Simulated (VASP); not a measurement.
Write the native input for VASP 6.6.1 that does the following.

```
Task                   : single point
Functional             : PBE
Potentials or basis    : VASP PAW PBE potentials, release 64 (Ge_d)
Cutoff                 : 520 eV
k mesh                 : 12 × 12 × 8
Occupations            : gaussian, width 0.1 eV
Spin                   : no spin polarisation
Dipole correction      : no
Further INCAR settings : ALGO = Normal; EDIFF = 1e-06; NBANDS = 36
```

The structure of Ge lies in POSCAR:

```
Ge
1.0
    4.0582101360     -0.0000002928      0.0000000000
   -2.0291048144      3.5145132181      0.0000000000
    0.0000000000      0.0000000000      6.6913928867
Ge
4
Direct
    0.0000000000      0.0000000000      0.0002580540
    0.0000000000      0.0000000000      0.3747419460
    0.3333333333      0.6666666667      0.5002580540
    0.3333333333      0.6666666667      0.8747419460
```

This isn't the form of Ge at room conditions, which is diamond.

These files were run (other wordings do the same):

INCAR

```
SYSTEM = Ge
  ALGO = Normal
  EDIFF = 1E-6
  ENCUT = 520
  GGA = PE
  ISIF = 2
  ISMEAR = 0
  LASPH = .TRUE.
  LCHARG = .FALSE.
  LREAL = .FALSE.
  LWAVE = .FALSE.
  NBANDS = 36
  NELM = 80
  PREC = Accurate
  SIGMA = 0.1
```

KPOINTS

```
k-points
0
G
  12 12 8
  0 0 0
```

Potentials or basis: VASP PAW PBE potentials, release 64 (Ge_d).

Launch:

```sh
$ cat potpaw_PBE.64/Ge_d/POTCAR > POTCAR
$ mpirun -np 1 vasp_std > vasp.out
```

Results of the run:

The pressure is -0.1 GPa and the band gap on the k mesh is zero (bands 28 and 29 overlap by 0.01 eV).

Caveat: semilocal functionals underestimate gaps, and a narrow one can read as zero.

Run time: 4 min on 1 thread of Intel(R) Xeon(R) Platinum 8375C CPU @ 2.90GHz (Ice Lake), on a shared host, peak memory 0.35 GiB.
